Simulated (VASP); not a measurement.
# SnO (Romarchite) (P4/nmm) in VASP: a series of runs, part 2 of 2

VASP 6.6.1. The steps go on from the part before.

### Step 3. Single point, PBE+D3(BJ) (volume scaled by 1.03, then relaxed in part)

Input file INCAR:

```
ALGO     = Normal         # electronic algorithm
EDIFF    = 1E-7           # SCF threshold, eV
ENCUT    = 520            # plane-wave cutoff, eV
GGA      = PE             # functional
ISIF     = 2              # what is computed and relaxed
ISMEAR   = 0              # smearing method
IVDW     = 12             # dispersion correction
LASPH    = T              # aspherical terms in the spheres
LCHARG   = T              # write CHGCAR
LELF     = T              # ELF
LREAL    = F              # projectors in reciprocal space
LVHAR    = T            
LWAVE    = F              # write WAVECAR
NBANDS   = 28             # bands
NELM     = 60             # most SCF steps
PREC     = Accurate       # precision mode
SIGMA    = 0.1            # smearing width, eV
```

Input file KPOINTS:

```
k-points
0
Gamma
  12 12 10
```

Input file POSCAR:

```
SnO
1.0
    3.8531595221      0.0000000000      0.0000000000
    0.0000000000      3.8531595221      0.0000000000
    0.0000000000      0.0000000000      4.8600744912
Sn O
2 2
Direct
    0.5000000000      0.0000000000      0.2382316078
    0.0000000000      0.5000000000      0.7617683922
    0.0000000000      0.0000000000      0.0000000000
    0.5000000000      0.5000000000      0.0000000000
```

Potentials or basis: VASP PAW PBE potentials, release 64 (Sn_d, O).

Run with:

```bash
$ cat potpaw_PBE.64/Sn_d/POTCAR potpaw_PBE.64/O/POTCAR > POTCAR
$ mpirun -np 1 vasp_std > vasp.out
```

OUTCAR:

```text
EDIFF = 1E-7
   ENCUT = 520
   GGA = PE
   ISIF = 2
   ISMEAR = 0
   IVDW = 12
   LASPH = T
   LREAL = F
   NELM = 60
   PREC = Accurate
 IVDW          = 12

 ion  position               nearest neighbor table
   1  0.500  0.000  0.238-   3 2.25   4 2.25   4 2.25   3 2.25   2 3.58   2 3.58   2 3.58   2 3.58
                             2 3.73   2 3.73   2 3.73   2 3.73
   2  0.000  0.500  0.762-   3 2.25   4 2.25   3 2.25   4 2.25   1 3.58   1 3.58   1 3.58   1 3.58
                             1 3.73   1 3.73   1 3.73   1 3.73
   3  0.000  0.000  0.000-   1 2.25   2 2.25   2 2.25   1 2.25
   4  0.500  0.500  0.000-   1 2.25   2 2.25   1 2.25   2 2.25

  LATTYP: Found a simple tetragonal cell.
 ALAT       =     3.8531595221
 C/A-ratio  =     1.2613219005

  Lattice vectors:

 A1 = (   3.8531595221,   0.0000000000,   0.0000000000)
 A2 = (   0.0000000000,   3.8531595221,   0.0000000000)
 A3 = (   0.0000000000,   0.0000000000,   4.8600744912)

Analysis of symmetry for initial positions (statically):
=====================================================================
 Subroutine PRICEL returns:
 Original cell was already a primitive cell.

 Routine SETGRP: Setting up the symmetry group for a
 simple tetragonal supercell.

 Subroutine GETGRP returns: Found 16 space group operations
 (whereof  8 operations were pure point group operations)
 out of a pool of 16 trial point group operations.

The static configuration has the point symmetry D_2d.
 The point group associated with its full space group is D_4h.

Analysis of symmetry for dynamics (positions and initial velocities):
=====================================================================
 Subroutine PRICEL returns:
 Original cell was already a primitive cell.

 Routine SETGRP: Setting up the symmetry group for a
 simple tetragonal supercell.

 Subroutine GETGRP returns: Found 16 space group operations
 (whereof  8 operations were pure point group operations)
 out of a pool of 16 trial point group operations.

The dynamic configuration has the point symmetry D_2d.
 The point group associated with its full space group is D_4h.

 Subroutine INISYM returns: Found 16 space group operations
 (whereof  8 operations are pure point group operations),
 and found     1 'primitive' translations

----------------------------------------------------------------------------------------

                                     Primitive cell

  volume of cell :      72.1567

  direct lattice vectors                    reciprocal lattice vectors
     3.853159522  0.000000000  0.000000000     0.259527277  0.000000000  0.000000000
     0.000000000  3.853159522  0.000000000     0.000000000  0.259527277  0.000000000
     0.000000000  0.000000000  4.860074491     0.000000000  0.000000000  0.205758163

  length of vectors
     3.853159522  3.853159522  4.860074491     0.259527277  0.259527277  0.205758163

  position of ions in fractional coordinates (direct lattice)
     0.500000000  0.000000000  0.238231608
     0.000000000  0.500000000  0.761768392
     0.000000000  0.000000000  0.000000000
     0.500000000  0.500000000  0.000000000

  ion indices of the primitive-cell ions
   primitive index   ion index
                 1           1
                 2           2
[... 27 lines left out ...]
 Found    168 irreducible k-points:

 Following reciprocal coordinates:
            Coordinates               Weight
  0.000000  0.000000  0.000000      1.000000
  0.083333  0.000000  0.000000      4.000000
  0.166667  0.000000  0.000000      4.000000
  0.250000  0.000000  0.000000      4.000000
  0.333333  0.000000  0.000000      4.000000
  0.416667  0.000000  0.000000      4.000000
[... 16 lines left out ...]
  0.333333  0.333333  0.000000      4.000000
  0.416667  0.333333  0.000000      8.000000
 [... further k-points ...]
   k-points           NKPTS =    168   k-points in BZ     NKDIM =    168   number of bands    NBANDS=     28
   number of dos      NEDOS =    301   number of ions     NIONS =      4
   total plane-waves  NPLWV =  32400
   dimension x,y,z NGX =    30 NGY =   30 NGZ =   36
   dimension x,y,z NGXF=    60 NGYF=   60 NGZF=   72
   ions per type =               2   2
   NGX,Y,Z   is equivalent  to a cutoff of  12.94, 12.94, 12.31 a.u.
   NGXF,Y,Z  is equivalent  to a cutoff of  25.89, 25.89, 24.63 a.u.
 SYSTEM =  unknown system
   PREC   = accura    normal or accurate (medium, high low for compatibility)
   ISTART =      0    job   : 0-new  1-cont  2-samecut
   ICHARG =      2    charge: 1-file 2-atom 10-const
   ISPIN  =      1    spin polarized calculation?
   LNONCOLLINEAR =      F non collinear calculations
   LSORBIT =      F    spin-orbit coupling
   LASPH  =      T    aspherical Exc in radial PAW
   ENCUT  =  520.0 eV  38.22 Ry    6.18 a.u.   7.16  7.16  9.04*2*pi/ulx,y,z
   NELM   =     60;   NELMIN=  2; NELMDL= -5     # of ELM steps
   EDIFF  = 0.1E-06   stopping-criterion for ELM
   LREAL  =      F    real-space projection
   EDIFFG = 0.1E-05   stopping-criterion for IOM
   NSW    =      0    number of steps for IOM
   IBRION =     -1    ionic relax: 0-MD 1-quasi-New 2-CG
   NFREE  =      0    steps in history (QN), initial steepest desc. (CG)
   ISIF   =      2    stress and relaxation
   ISYM   =      2    0-nonsym 1-usesym 2-fastsym
   POTIM  = 0.5000    time-step for ionic-motion
   TEBEG  =    0.0;   TEEND  =   0.0 temperature during run
   PSTRESS=    0.0 pullay stress
   NELECT =      40.0000    total number of electrons
   NUPDOWN=      -1.0000    fix difference up-down
   EMIN   =  10.00;   EMAX   =-10.00  energy-range for DOS
   EFERMI =   0.00;   METHOD = LEGACY
   ISMEAR =     0;   SIGMA  =   0.10  broadening in eV -4-tet -1-fermi 0-gaus
   EFERMI_NEDOS =   21; number of points for ismear=-14 and -15
   IALGO  =     38    algorithm
   IMIX   =      4    mixing-type and parameters
     AMIX     =   0.40;   BMIX     =  1.00
     AMIX_MAG =   1.60;   BMIX_MAG =  1.00
  volume/ion in A,a.u.               =      18.04       121.73
  Fermi-wavevector in a.u.,A,eV,Ry     =   1.344836  2.541371 24.607262  1.808583
  Thomas-Fermi vector in A             =   2.472797
   LORBIT       =      0    0 simple, 1 ext, 2 COOP (PROOUT), +10 PAW based schemes
   GGA     = PE    functional components
   LHFCALC =     F    Hartree Fock is set to
   AEXX    =    0.0000 exact exchange contribution
   IVDW    =    12    specifies the selected vdW correction
   LEPSILON=     F    determine dielectric tensor
   LRPA    =     F    only Hartree local field effects (RPA)
 non-spin polarized calculation
 Gauss-broadening in eV      SIGMA  =   0.10
  energy-cutoff  :      520.00
  volume of cell :       72.16
 maximum number of plane-waves:      1964
 NGX is ok and might be reduce to    30
   NGX = 15   NGY = 15   NGZ = 19

 number of electron      40.0000007 magnetization

 Free energy of the ion-electron system (eV)
  ---------------------------------------------------
  ext. energy  EPLUGINS =         0.00000000
  ---------------------------------------------------
  free energy    TOTEN  =       -22.71219526 eV

  energy without entropy =      -22.71205012  energy(sigma->0) =      -22.71212269

 E-fermi :   6.8485     XC(G=0): -10.1090

 val. band max:        6.7232773386   @ k =   0.0833   0.0000   0.0000
 cond. band min:       6.9099608959   @ k =   0.5000   0.5000   0.0000
 fundamental gap:      0.1866835573
 Fermi energy:         6.8484918637

 k-point     1 :       0.0000    0.0000    0.0000
  band No.  band energies     occupation
      1     -15.1265      2.00000
      2     -14.7461      2.00000
      3     -14.7461      2.00000
      4     -14.7420      2.00000
      5     -14.7108      2.00000
      6     -14.7000      2.00000
[... 733 lines left out ...]
     27      14.1114      0.00000
     28      14.5254      0.00000

 [... further k-points ...]

------------------------ aborting loop because EDIFF is reached ----------------------------------------

 Edisp (eV)   -0.91156

 E8    (eV) :    -0.3957

  FORCE on cell =-STRESS in cart. coord.  units (eV):
  Direction    XX          YY          ZZ          XY          YZ          ZX
  --------------------------------------------------------------------------------------
  -------------------------------------------------------------------------------------
  Total      -0.34192    -0.34192    -0.27749     0.00000    -0.00000     0.00000
  in kB      -7.59210    -7.59210    -6.16136     0.00000    -0.00000     0.00000
  external pressure =       -7.12 kB  Pullay stress =        0.00 kB

 VOLUME and BASIS-vectors are now :
 -----------------------------------------------------------------------------
  energy-cutoff  :      520.00
  volume of cell :       72.16
      direct lattice vectors                 reciprocal lattice vectors
     3.853159522  0.000000000  0.000000000     0.259527277  0.000000000  0.000000000
     0.000000000  3.853159522  0.000000000     0.000000000  0.259527277  0.000000000
     0.000000000  0.000000000  4.860074491     0.000000000  0.000000000  0.205758163

 POSITION                                       TOTAL-FORCE (eV/Angst)
 -----------------------------------------------------------------------------------
      1.92658      0.00000      1.15782         0.000000      0.000000      0.074476
      0.00000      1.92658      3.70225        -0.000000     -0.000000     -0.074476
      0.00000      0.00000      0.00000         0.000000      0.000000      0.000000
      1.92658      1.92658      0.00000         0.000000     -0.000000      0.000000
 -----------------------------------------------------------------------------------
    total drift:                                0.000000      0.000000      0.000000

  FREE ENERGIE OF THE ION-ELECTRON SYSTEM (eV)
  ---------------------------------------------------
  free  energy   TOTEN  =       -23.6237576963 eV

  energy  without entropy=      -23.6236125503  energy(sigma->0) =      -23.62368512
```

Run time: 8.6 min. Hardware: 1 thread of AMD EPYC 7R13, shared host; peak memory 0.35 GiB.

What came out:

```
Free energy                : -23.6238 eV
Pressure                   : -0.7 GPa
Largest force              : 0.074 eV/Å
Band gap on the k mesh     : 0.19 eV, indirect (least direct gap 1.99 eV)
Dispersion energy per atom : -0.228 eV
```

Forces on the atoms (eV/Å):
```
Sn   0.000  0.000  0.074
Sn   0.000  0.000 -0.074
O    0.000  0.000  0.000
O    0.000  0.000  0.000
```

Caveat: the cell differs from its parent crystal (volume scaled by 1.03, then relaxed in part); spin-orbit coupling is left out, which moves the levels of the heavy elements. A k mesh can miss the band edges.

### Step 4. Relaxation of cell and atoms, PBE+D3(BJ)

This run uses another cell than the first one, of 17.46 Å³/atom, 0.997 times its volume.

Input file INCAR:

```
SYSTEM = SnO
  ALGO = Normal
  EDIFF = 1E-7
  EDIFFG = -0.005
  ENCUT = 600
  GGA = PE
  IBRION = 2
  ISIF = 3
  ISMEAR = 0
  IVDW = 12
  LASPH = .True.
  LCHARG = .False.
  LREAL = .False.
  LWAVE = .False.
  NELM = 60
  NSW = 100
  PREC = Accurate
  SIGMA = 0.01
```

Input file KPOINTS:

```
k-points
0
Gamma
  10 10 8
  0 0 0
```

Input file POSCAR:

```
SnO
1.0
    3.7986000000      0.0000000000      0.0000000000
    0.0000000000      3.7986000000      0.0000000000
    0.0000000000      0.0000000000      4.8408000000
Sn O
2 2
Direct
    0.5000000000      0.0000000000      0.2369000000
    0.0000000000      0.5000000000      0.7631000000
    0.0000000000      0.0000000000      0.0000000000
    0.5000000000      0.5000000000      0.0000000000
```

Run with:

```bash
$ cat potpaw_PBE.64/Sn_d/POTCAR potpaw_PBE.64/O/POTCAR > POTCAR
$ mpirun -np 1 vasp_std > vasp.out
```

Run time: 35 min. Hardware: 1 thread of Oxide Virtual Turin-like, shared host; peak memory 0.3 GiB.

Results (log left out):

```
Free energy                            : -23.6333 eV
Relaxed volume                         : 17.44 Å³/atom
Relaxed cell                           : a = 3.836 Å, b = 3.836 Å, c = 4.740 Å, α = 90.00°, β = 90.00°, γ = 90.00°
Space group after relaxing (to 0.05 Å) : P4/nmm (No. 129)
Energy gained by relaxing              : 6.9 meV/atom
Ionic steps                            : 14
Pressure after relaxing                : 0.0 GPa
Band gap on the k mesh                 : zero (band 20 reaches 7.14 eV, above the bottom of band 21 at 7.10 eV)
Dispersion energy per atom             : -0.236 eV
```

Forces on the atoms (eV/Å):
```
Sn   0.000  0.000 -0.002
Sn   0.000  0.000  0.002
O    0.000  0.000  0.000
O    0.000  0.000  0.000
```

Step by step:
```csv
step,energy change (eV),largest force (eV/Å),pressure (GPa),volume (Å³)
1,0.0000,0.5966,2.85,69.85
2,0.0006,0.5049,-2.96,73.04
3,-0.0222,0.0306,-0.19,71.40
4,-0.0222,0.0415,-0.13,71.37
5,-0.0234,0.0512,-0.13,71.24
6,-0.0257,0.0801,-0.12,70.84
7,-0.0241,0.1344,-0.06,70.02
8,-0.0261,0.1006,-0.10,70.58
9,-0.0271,0.0246,-0.21,70.32
10,-0.0273,0.0179,-0.34,70.12
11,-0.0275,0.0351,0.30,69.49
12,-0.0277,0.0127,0.03,69.76
13,-0.0277,0.0122,0.01,69.77
14,-0.0277,0.0025,-0.01,69.75
```

Final structure:
```
Sn O
1.0
     3.83623    0.00000    0.00000
     0.00000    3.83623    0.00000
     0.00000    0.00000    4.73951
Sn O
2 2
Direct
  0.50000 0.00000 0.24523
  0.00000 0.50000 0.75477
  0.00000 0.00000 0.00000
  0.50000 0.50000 0.00000
```

Levels at points of the mesh, in eV from the Fermi level:
```csv
k point,band 16,band 17,band 18,band 19,band 20,band 21,band 22,band 23,band 24
"(0.00, 0.00, 0.00)",-6.08,-3.34,-3.03,-3.03,0.00,2.19,4.48,4.48,4.76
"(0.50, 0.00, 0.00)",-4.81,-4.68,-4.68,-2.69,-2.69,3.31,3.31,5.78,5.78
"(0.50, 0.50, 0.00)",-4.92,-2.39,-2.39,-1.87,-1.87,-0.05,-0.05,4.55,4.55
"(0.00, 0.00, 0.50)",-3.42,-3.05,-3.05,-2.97,-2.08,1.74,2.78,2.78,3.54
"(0.50, 0.00, 0.50)",-5.33,-4.63,-4.63,-1.68,-1.68,2.72,2.72,5.24,5.24
"(0.50, 0.50, 0.50)",-5.47,-2.77,-2.77,-2.39,-2.39,2.31,2.31,4.27,4.27
```

Caveat: spin-orbit coupling is left out, which moves the levels of the heavy elements; pairwise dispersion overbinds metals, which lowers pressure and volume.

### Step 5. Summary

| task | cell | k mesh | cutoff (eV) | smearing | gap on the mesh (eV) | pressure (GPa) | largest force (eV/Å) |
| --- | --- | --- | --- | --- | --- | --- | --- |
| single point | a = 3.837, b = 3.837, c = 4.759 Å, 4 atoms | 12 × 12 × 10 | 520 | gaussian 0.1 eV | none | 0.2 | 0.07 |
| single point | a = 3.853, b = 3.853, c = 4.860 Å, 4 atoms | 12 × 12 × 10 | 520 | gaussian 0.1 eV | 0.19 | -0.7 | 0.07 |
| relaxation of cell and atoms | relaxed from a = 3.799, b = 3.799, c = 4.841 Å, 4 atoms | 10 × 10 × 8 | 600 | gaussian 0.01 eV | none | 0.0 | - |

Alike in all rows: level PBE+D3(BJ); potentials or basis VASP PAW PBE potentials, release 64 (Sn_d, O); no spin polarisation.

Caveats: spin-orbit coupling is left out, which moves the levels of the heavy elements; pairwise dispersion overbinds metals, which lowers pressure and volume (some runs).

Total energies depend on the potentials used, so only differences within one code and one set of settings carry meaning.
